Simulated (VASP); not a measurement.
# BeTe: single point with PBE

Crystal: BeTe.

```
Be Te
1.0
     0.00000    2.82862    2.82862
     2.82862    0.00000    2.82862
     2.82862    2.82862    0.00000
Be Te
1 1
Direct
  0.00000 0.00000 0.00000
  0.25000 0.25000 0.25000
```

- Program: VASP 6.6.1
- Task: single point
- Functional: PBE
- Potentials or basis: VASP PAW PBE potentials, release 64 (Be, Te)
- Cutoff: 520 eV
- k mesh: 4 × 4 × 4
- Occupations: gaussian, width 0.01 eV
- Spin: no spin polarisation

```json
{"Pressure": "0.8 GPa", "Band gap on the k mesh": "2.00 eV (least direct gap 3.61 eV)"}
```

Levels at points of the mesh, in eV from the valence-band top:
```tsv
k point	band 1	band 2	band 3	band 4	band 5	band 6	band 7	band 8	band 9
(0.00, 0.00, 0.00)	-12.21	0.00	0.00	0.00	3.61	3.61	3.61	3.72	8.29
(0.50, 0.00, 0.00)	-10.89	-5.46	-1.11	-1.11	3.03	4.58	4.58	7.82	10.87
(0.50, 0.50, 0.00)	-10.41	-5.05	-2.60	-2.60	2.00	2.67	9.61	9.61	11.46
```

Run time: 3.3 s on 1 thread of Intel(R) Xeon(R) 6975P-C (Granite Rapids), on a shared host, peak memory 0.16 GiB.

Caveat: the k points lie up to 0.48 Å⁻¹ apart; spin-orbit coupling is left out, which moves the levels of the heavy elements. A k mesh can miss the band edges.
